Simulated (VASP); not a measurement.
**B: single point with PBEsol**

Crystal: B.

```xyz
2
Lattice="1.6385 0.0000 0.0000 -0.8193 1.4190 0.0000 0.0000 0.0000 6.8695" Properties=species:S:1:pos:R:3 pbc="T T T"
B     0.0000    0.9460    1.7174
B     0.8193    0.4730    5.1521
```

This cell differs from its parent crystal: volume scaled by 0.88.

```yaml
Program: VASP 6.6.1
Task: single point
Functional: PBEsol
Potentials_or_basis: VASP PAW PBE potentials, release 64 (B)
Cutoff: 520 eV
k_mesh: 23 × 23 × 5
Occupations: fermi-dirac, width 0.1 eV
Spin: no spin polarisation
Dipole_correction: no
Further_INCAR_settings: ALGO = Normal; EDIFF = 1e-07; NBANDS = 10
```

```
Pressure               : 29.2 GPa
Band gap on the k mesh : zero (band 3 reaches 9.78 eV, above the bottom of band 4 at -1.92 eV)
```

Stress tensor (GPa, compression positive):
```
43.48  0.00  0.00
 0.00 43.48  0.00
 0.00  0.00  0.65
```

Levels at points of the mesh, in eV from the Fermi level:
| k point | band 2 | band 3 | band 4 | band 5 | band 6 | band 7 |
| --- | --- | --- | --- | --- | --- | --- |
| (0.00, 0.00, 0.00) | -17.78 | -9.87 | -7.44 | 2.02 | 9.69 | 15.14 |

Wall time 23 s on 1 thread of AMD EPYC 7R43 64-Core Processor (Zen 3), with other jobs on the host, peak memory 0.1 GiB.

Caveat: the PAW data sets were made with another functional, which shifts forces and pressure a little.
